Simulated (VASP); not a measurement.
# BN (Cmc2_1) in VASP: further runs

Runs on BN. Level: LDA. Tasks: single point.

Everything below comes from runs of VASP 6.6.1. Logs are shortened: lines on timing, memory, paths and dates and some standing lists are left out, and cuts for length are marked.

## Step 1: The cell of the first run

Symmetry: Cmc2_1, No. 36, orthorhombic system. The conventional cell has a = 2.363 Å, b = 4.706 Å, c = 4.120 Å, α = 90.00°, β = 90.00°, γ = 90.00°. B (site symmetry m) has 4 N at 1.52 to 1.64 Å within 2.0 Å. Within 2.0 Å of N (site symmetry m) lie 4 B at 1.52 to 1.64 Å.

## Step 2: Single point, LDA

The input, INCAR:

```
PREC = Accurate ; ENCUT = 600
EDIFF = 1E-6 ; ISMEAR = 0
SIGMA = 0.05 ; LREAL = F
LASPH = T ; NELM = 120
ALGO = Normal ; ISIF = 2
LWAVE = F ; LCHARG = F
GGA = CA ; NBANDS = 16
GGA_COMPAT = F
```

The input, KPOINTS:

```
regular mesh
0
Gamma
  12 12 6
```

The input, POSCAR:

```
BN
1.0
    2.3634746353      0.0000000000      0.0000000000
   -1.1817373177      2.3527662670      0.0000000000
    0.0000000000      0.0000000000      4.1196846764
B N
2 2
Direct
    0.6684509560      0.3369019121      0.9993728687
    0.3315490440      0.6630980879      0.4993728687
    0.6624555867      0.3249111734      0.6256271313
    0.3375444133      0.6750888266      0.1256271313
```

Potentials or basis: VASP PAW LDA potentials, release 64 (B, N).

Started as:

```
$ cat potpaw_LDA.64/B/POTCAR potpaw_LDA.64/N/POTCAR > POTCAR
$ mpirun -np 1 vasp_std > vasp.out
```

OUTCAR:

```text
PREC = Accurate
   ENCUT = 600
   EDIFF = 1E-6
   ISMEAR = 0
   LREAL = F
   LASPH = T
   NELM = 120
   ISIF = 2
   GGA = CA

 ion  position               nearest neighbor table
   1  0.668  0.337  0.999-   4 1.52   4 1.52   3 1.54   4 1.64
   2  0.332  0.663  0.499-   3 1.52   3 1.52   4 1.54   3 1.64
   3  0.662  0.325  0.626-   2 1.52   2 1.52   1 1.54   2 1.64
   4  0.338  0.675  0.126-   1 1.52   1 1.52   2 1.54   1 1.64

  LATTYP: Found a base centered orthorhombic cell.
 ALAT       =     2.3634746353
 B/A-ratio  =     1.9909384530
 C/A-ratio  =     1.7430627834

  Lattice vectors:

 A1 = (   1.1817373177,  -2.3527662670,   0.0000000000)
 A2 = (   1.1817373176,   2.3527662670,   0.0000000000)
 A3 = (   0.0000000000,   0.0000000000,   4.1196846764)

Analysis of symmetry for initial positions (statically):
=====================================================================
 Subroutine PRICEL returns:
 Original cell was already a primitive cell.

 Routine SETGRP: Setting up the symmetry group for a
 base centered orthorhombic supercell.

 Subroutine GETGRP returns: Found  4 space group operations
 (whereof  2 operations were pure point group operations)
 out of a pool of  8 trial point group operations.

The static configuration has the point symmetry C_1h.
 The point group associated with its full space group is C_2v.

Analysis of symmetry for dynamics (positions and initial velocities):
=====================================================================
 Subroutine PRICEL returns:
 Original cell was already a primitive cell.

 Routine SETGRP: Setting up the symmetry group for a
 base centered orthorhombic supercell.

 Subroutine GETGRP returns: Found  4 space group operations
 (whereof  2 operations were pure point group operations)
 out of a pool of  8 trial point group operations.

The dynamic configuration has the point symmetry C_1h.
 The point group associated with its full space group is C_2v.

 Subroutine INISYM returns: Found  4 space group operations
 (whereof  2 operations are pure point group operations),
 and found     1 'primitive' translations

----------------------------------------------------------------------------------------

                                     Primitive cell

  volume of cell :      22.9083

  direct lattice vectors                    reciprocal lattice vectors
     2.363474635  0.000000000  0.000000000     0.423105873  0.212515798  0.000000000
    -1.181737318  2.352766267  0.000000000     0.000000000  0.425031595  0.000000000
[... 92 lines left out ...]
   NSW    =      0    number of steps for IOM
   IBRION =     -1    ionic relax: 0-MD 1-quasi-New 2-CG
   NFREE  =      0    steps in history (QN), initial steepest desc. (CG)
   ISIF   =      2    stress and relaxation
   ISYM   =      2    0-nonsym 1-usesym 2-fastsym
   POTIM  = 0.5000    time-step for ionic-motion
   TEBEG  =    0.0;   TEEND  =   0.0 temperature during run
   PSTRESS=    0.0 pullay stress
   NELECT =      16.0000    total number of electrons
   NUPDOWN=      -1.0000    fix difference up-down
   EMIN   =  10.00;   EMAX   =-10.00  energy-range for DOS
   EFERMI =   0.00;   METHOD = LEGACY
   ISMEAR =     0;   SIGMA  =   0.05  broadening in eV -4-tet -1-fermi 0-gaus
   EFERMI_NEDOS =   21; number of points for ismear=-14 and -15
   IALGO  =     38    algorithm
   IMIX   =      4    mixing-type and parameters
     AMIX     =   0.40;   BMIX     =  1.00
     AMIX_MAG =   1.60;   BMIX_MAG =  1.00
  volume/ion in A,a.u.               =       5.73        38.65
  Fermi-wavevector in a.u.,A,eV,Ry     =   1.452503  2.744832 28.705080  2.109764
  Thomas-Fermi vector in A             =   2.569877
   LORBIT       =      0    0 simple, 1 ext, 2 COOP (PROOUT), +10 PAW based schemes
   GGA     = CA    functional components
   LHFCALC =     F    Hartree Fock is set to
   AEXX    =    0.0000 exact exchange contribution
   IVDW    =     0    specifies the selected vdW correction
   LEPSILON=     F    determine dielectric tensor
   LRPA    =     F    only Hartree local field effects (RPA)
 non-spin polarized calculation
 Gauss-broadening in eV      SIGMA  =   0.05
  energy-cutoff  :      600.00
  volume of cell :       22.91
 maximum number of plane-waves:       784
   NGX =  9   NGY = 11   NGZ = 17

 number of electron      16.0000000 magnetization

 Free energy of the ion-electron system (eV)
  ---------------------------------------------------
  ext. energy  EPLUGINS =         0.00000000
  ---------------------------------------------------
  free energy    TOTEN  =       -38.13856903 eV

  energy without entropy =      -38.13856903  energy(sigma->0) =      -38.13856903

 E-fermi :   8.8971     XC(G=0): -13.2448

 val. band max:        8.6812662433   @ k =   0.0000   0.0000   0.0000
 cond. band min:      12.9110363962   @ k =   0.3333   0.3333   0.0000
 fundamental gap:      4.2297701529
 Fermi energy:         8.8971125508

 k-point     1 :       0.0000    0.0000    0.0000
  band No.  band energies     occupation
      1     -12.6825      2.00000
      2      -8.1884      2.00000
      3      -3.2705      2.00000
      4       4.7412      2.00000
      5       6.4745      2.00000
      6       7.3415      2.00000
[... 433 lines left out ...]
      3      -1.4117      2.00000
      4       0.5036      2.00000
      5       0.9480      2.00000
      6       1.6033      2.00000
[... 8 lines left out ...]
     15      24.3808      0.00000
     16      24.6944      0.00000

 [... further k-points ...]

------------------------ aborting loop because EDIFF is reached ----------------------------------------

  FORCE on cell =-STRESS in cart. coord.  units (eV):
  Direction    XX          YY          ZZ          XY          YZ          ZX
  --------------------------------------------------------------------------------------
  -------------------------------------------------------------------------------------
  Total        9.2687686     -8.3618090      2.0327627      0.0000000      0.0000000      0.0000000
  in kB      648.2446109   -584.8131326    142.1685578      0.0000000      0.0000000      0.0000000
  external PRESSURE =      68.5333454 kB  Pullay stress =       0.0000000 kB

 VOLUME and BASIS-vectors are now :
 -----------------------------------------------------------------------------
  energy-cutoff  :      600.00
  volume of cell :       22.91
      direct lattice vectors                 reciprocal lattice vectors
     2.363474635  0.000000000  0.000000000     0.423105873  0.212515798  0.000000000
    -1.181737318  2.352766267  0.000000000     0.000000000  0.425031595  0.000000000
     0.000000000  0.000000000  4.119684676     0.000000000  0.000000000  0.242737024

 POSITION                                       TOTAL-FORCE (eV/Angst)
 -----------------------------------------------------------------------------------
      1.18174      0.79265      4.11710         0.000000     -0.019652      0.000146
      0.00000      1.56011      2.05726        -0.000000      0.019652      0.000146
      1.18174      0.76444      2.57739         0.000000     -0.017045     -0.000146
     -0.00000      1.58833      0.51754        -0.000000      0.017045     -0.000146
 -----------------------------------------------------------------------------------
    total drift:                               -0.000000      0.000000     -0.000045

  FREE ENERGIE OF THE ION-ELECTRON SYSTEM (eV)
  ---------------------------------------------------
  free  energy   TOTEN  =       -38.1385690252 eV

  energy  without entropy=      -38.1385690252  energy(sigma->0) =      -38.13856903
```

OSZICAR:

```text
N       E                     dE             d eps       ncg     rms          rms(c)
DAV:   1     0.425644647722E+02    0.42564E+02   -0.91536E+03  5504   0.109E+03
DAV:   2    -0.382645248518E+02   -0.80829E+02   -0.74790E+02  7816   0.234E+02
DAV:   3    -0.406284306336E+02   -0.23639E+01   -0.23570E+01  6352   0.366E+01
DAV:   4    -0.406335038639E+02   -0.50732E-02   -0.50728E-02  6712   0.206E+00
DAV:   5    -0.406335180173E+02   -0.14153E-04   -0.14153E-04  6232   0.955E-02    0.959E+00
DAV:   6    -0.384423661005E+02    0.21912E+01   -0.26776E+00  6944   0.146E+01    0.436E+00
DAV:   7    -0.382061017360E+02    0.23626E+00   -0.30787E-01  7424   0.444E+00    0.263E+00
DAV:   8    -0.381402261376E+02    0.65876E-01   -0.86688E-02  7184   0.222E+00    0.271E-01
DAV:   9    -0.381386338605E+02    0.15923E-02   -0.36939E-03  6208   0.597E-01    0.161E-01
DAV:  10    -0.381385703552E+02    0.63505E-04   -0.24557E-04  7232   0.140E-01    0.256E-02
DAV:  11    -0.381385698685E+02    0.48668E-06   -0.30766E-05  6632   0.481E-02    0.171E-02
DAV:  12    -0.381385690252E+02    0.84331E-06   -0.26376E-06  6248   0.165E-02
   1 F= -.38138569E+02 E0= -.38138569E+02  d E =-.263290E-12
```

stdout:

```text
POSCAR found type information on POSCAR B N
 POSCAR found :  2 types and       4 ions
 scaLAPACK will be used
 LDA part: xc-table for (Slater(with rela. corr.)+CA(PZ))
 , standard interpolation
 POSCAR, INCAR and KPOINTS ok, starting setup
 FFT: planning ... GRIDC
 FFT: planning ... GRID_SOFT
 FFT: planning ... GRID
 WAVECAR not read
 entering main loop
```

Run time: 100 s. Hardware: 1 thread of Intel Xeon 8259CL, shared host; peak memory 0.18 GiB.

Results:

| Property | Result |
| --- | --- |
| Free energy | -38.1386 eV |
| Pressure | 6.9 GPa |
| Largest force | 0.020 eV/Å |
| Band gap on the k mesh | 4.23 eV (least direct gap 4.89 eV) |

Forces in eV/Å, atoms in the order of the input:
```
B    0.000 -0.020  0.000
B    0.000  0.020  0.000
N    0.000 -0.017  0.000
N    0.000  0.017  0.000
```

Caveat: the cell differs from its parent crystal (strain +e along x and -e along y -0.0700, strain +e along z and -e/2 along x and y -0.0133); the cell stands under pressure. A k mesh can miss the band edges.

## Step 3: Single point, LDA

This run uses another cell than the first one, of the same volume but with other edges.

The input, INCAR:

```
SYSTEM = BN
PREC = Accurate
ENCUT = 600
EDIFF = 1E-6
ISMEAR = 0
SIGMA = 0.05
LREAL = .FALSE.
LASPH = .TRUE.
NELM = 120
ALGO = Normal
ISIF = 2
LWAVE = .FALSE.
LCHARG = .FALSE.
NBANDS = 16
GGA_COMPAT = .FALSE.
```

The input, KPOINTS:

```
Automatic mesh
0
G
  12 12 6
  0 0 0
```

The input, POSCAR:

```
BN
1.0
    2.7504268964      0.0000000000      0.0000000000
   -1.3752134482      2.0760023719      0.0000000000
    0.0000000000      0.0000000000      4.0082064349
B N
2 2
Direct
    0.6660211269      0.3320422539      1.0006261835
    0.3339788731      0.6679577461      0.5006261835
    0.6753658136      0.3507316271      0.6243738165
    0.3246341864      0.6492683729      0.1243738165
```

Potentials or basis: VASP PAW LDA potentials, release 64 (B, N).

Started as:

```
$ cat potpaw_LDA.64/B/POTCAR potpaw_LDA.64/N/POTCAR > POTCAR
$ mpirun -np 1 vasp_std > vasp.out
```

OUTCAR:

```text
SYSTEM = BN
   PREC = Accurate
   ENCUT = 600
   EDIFF = 1E-6
   ISMEAR = 0
   LREAL = .FALSE.
   LASPH = .TRUE.
   NELM = 120
   ISIF = 2

 ion  position               nearest neighbor table
   1  0.666  0.332  0.001-   4 1.50   3 1.51   4 1.60   4 1.60
   2  0.334  0.668  0.501-   3 1.50   4 1.51   3 1.60   3 1.60
   3  0.675  0.351  0.624-   2 1.50   1 1.51   2 1.60   2 1.60
   4  0.325  0.649  0.124-   1 1.50   2 1.51   1 1.60   1 1.60

  Warning from LATTYP: Monoclinic adjustment (A1->A3, A2->A1, A3->A2)!
  LATTYP: Found a base centered orthorhombic cell.
 ALAT       =     2.7504268964
 B/A-ratio  =     1.5095855662
 C/A-ratio  =     1.4573033881

  Lattice vectors:

 A1 = (   1.3752134482,  -2.0760023719,   0.0000000000)
 A2 = (   1.3752134482,   2.0760023719,   0.0000000000)
 A3 = (   0.0000000000,   0.0000000000,   4.0082064349)

Analysis of symmetry for initial positions (statically):
=====================================================================
 Subroutine PRICEL returns:
 Original cell was already a primitive cell.

 Routine SETGRP: Setting up the symmetry group for a
 base centered orthorhombic supercell.

 Subroutine GETGRP returns: Found  4 space group operations
 (whereof  2 operations were pure point group operations)
 out of a pool of  8 trial point group operations.

The static configuration has the point symmetry C_1h.
 The point group associated with its full space group is C_2v.

Analysis of symmetry for dynamics (positions and initial velocities):
=====================================================================
 Subroutine PRICEL returns:
 Original cell was already a primitive cell.

 Routine SETGRP: Setting up the symmetry group for a
 base centered orthorhombic supercell.

 Subroutine GETGRP returns: Found  4 space group operations
 (whereof  2 operations were pure point group operations)
 out of a pool of  8 trial point group operations.

The dynamic configuration has the point symmetry C_1h.
 The point group associated with its full space group is C_2v.

 Subroutine INISYM returns: Found  4 space group operations
 (whereof  2 operations are pure point group operations),
[... 124 lines left out ...]
   LORBIT       =      0    0 simple, 1 ext, 2 COOP (PROOUT), +10 PAW based schemes
   GGA     = CA    functional components
   LHFCALC =     F    Hartree Fock is set to
   AEXX    =    0.0000 exact exchange contribution
   IVDW    =     0    specifies the selected vdW correction
   LEPSILON=     F    determine dielectric tensor
   LRPA    =     F    only Hartree local field effects (RPA)
 non-spin polarized calculation
 Gauss-broadening in eV      SIGMA  =   0.05
  energy-cutoff  :      600.00
  volume of cell :       22.89
 maximum number of plane-waves:       786
 NGX is ok and might be reduce to    24

 number of electron      16.0000001 magnetization

 Free energy of the ion-electron system (eV)
  ---------------------------------------------------
  ext. energy  EPLUGINS =         0.00000000
  ---------------------------------------------------
  free energy    TOTEN  =       -38.08412866 eV

  energy without entropy =      -38.08412866  energy(sigma->0) =      -38.08412866

 E-fermi :   8.6304     XC(G=0): -13.2506

 val. band max:        8.3078570640   @ k =   0.0000   0.0000   0.0000
 cond. band min:      11.7739926284   @ k =   0.0000   0.5000   0.0000
 fundamental gap:      3.4661355644
 Fermi energy:         8.6304107378

 k-point     1 :       0.0000    0.0000    0.0000
  band No.  band energies     occupation
      1     -12.6675      2.00000
      2      -7.7857      2.00000
      3      -3.0993      2.00000
      4       4.7857      2.00000
      5       5.6801      2.00000
      6       7.6253      2.00000
[... 433 lines left out ...]
      3      -1.5195      2.00000
      4       0.7598      2.00000
      5       0.9803      2.00000
      6       1.6348      2.00000
[... 8 lines left out ...]
     15      23.7423      0.00000
     16      24.8637      0.00000

 [... further k-points ...]

------------------------ aborting loop because EDIFF is reached ----------------------------------------

  FORCE on cell =-STRESS in cart. coord.  units (eV):
  Direction    XX          YY          ZZ          XY          YZ          ZX
  --------------------------------------------------------------------------------------
  -------------------------------------------------------------------------------------
  Total       -8.6283875      5.4560465      6.2717478      0.0000000      0.0000000      0.0000000
  in kB     -604.0351194    381.9536070    439.0572303      0.0000000      0.0000000      0.0000000
  external PRESSURE =      72.3252393 kB  Pullay stress =       0.0000000 kB

 VOLUME and BASIS-vectors are now :
 -----------------------------------------------------------------------------
  energy-cutoff  :      600.00
  volume of cell :       22.89
      direct lattice vectors                 reciprocal lattice vectors
     2.750426896  0.000000000  0.000000000     0.363579923  0.240847509  0.000000000
    -1.375213448  2.076002372  0.000000000     0.000000000  0.481695018  0.000000000
     0.000000000  0.000000000  4.008206435     0.000000000  0.000000000  0.249488148

 POSITION                                       TOTAL-FORCE (eV/Angst)
 -----------------------------------------------------------------------------------
      1.37521      0.68932      0.00251         0.000000      0.019582      0.008515
      0.00000      1.38668      2.00661         0.000000     -0.019582      0.008515
      1.37521      0.72812      2.50262        -0.000000      0.016271     -0.008515
     -0.00000      1.34788      0.49852         0.000000     -0.016271     -0.008515
 -----------------------------------------------------------------------------------
    total drift:                               -0.000000      0.000000     -0.000277

  FREE ENERGIE OF THE ION-ELECTRON SYSTEM (eV)
  ---------------------------------------------------
  free  energy   TOTEN  =       -38.0841286555 eV

  energy  without entropy=      -38.0841286555  energy(sigma->0) =      -38.08412866
```

stdout:

```text
POSCAR found type information on POSCAR B N
 POSCAR found :  2 types and       4 ions
 scaLAPACK will be used
 LDA part: xc-table for (Slater(with rela. corr.)+CA(PZ))
 , standard interpolation
 POSCAR, INCAR and KPOINTS ok, starting setup
 FFT: planning ... GRIDC
 FFT: planning ... GRID_SOFT
 FFT: planning ... GRID
 WAVECAR not read
 entering main loop
```

It took 79 s on 1 thread of Intel Xeon 8259CL, shared host; peak memory 0.18 GiB.

Results:

```yaml
Free_energy: -38.0841 eV
Pressure: 7.2 GPa
Largest_force: 0.021 eV/Å
Band_gap_on_the_k_mesh: 3.47 eV (least direct gap 6.28 eV)
```

Forces in eV/Å, atoms in the order of the input:
```
B    0.000  0.020  0.009
B    0.000 -0.020  0.009
N    0.000  0.016 -0.009
N    0.000 -0.016 -0.009
```

Stress tensor (GPa, compression positive):
```
-60.40   0.00   0.00
  0.00  38.20   0.00
  0.00   0.00  43.91
```

Levels at points of the mesh, in eV from the valence-band top:
```
           k point  band 5  band 6  band 7  band 8  band 9  band 10  band 11  band 12
(0.00, 0.00, 0.00)   -2.63   -0.68   -0.47    0.00    6.28     6.65     8.94    10.51
(0.50, 0.00, 0.00)   -7.77   -5.45   -4.67   -1.57    7.15     8.44    10.20    12.20
(0.00, 0.50, 0.00)   -7.31   -6.67   -4.87   -3.48    3.47     6.70     8.65     9.23
(0.00, 0.00, 0.50)   -2.29   -2.29   -1.41   -1.41    7.30     7.30     8.48     8.48
(0.50, 0.00, 0.50)   -4.01   -4.01   -3.29   -3.29    7.05     7.05    10.39    10.39
(0.00, 0.50, 0.50)   -5.76   -5.76   -3.57   -3.57    4.53     4.53    10.53    10.53
```

Caveat: the cell differs from its parent crystal (strain +e along x and -e along y +0.0700, strain +e along z and -e/2 along x and y -0.0400); the cell stands under pressure.
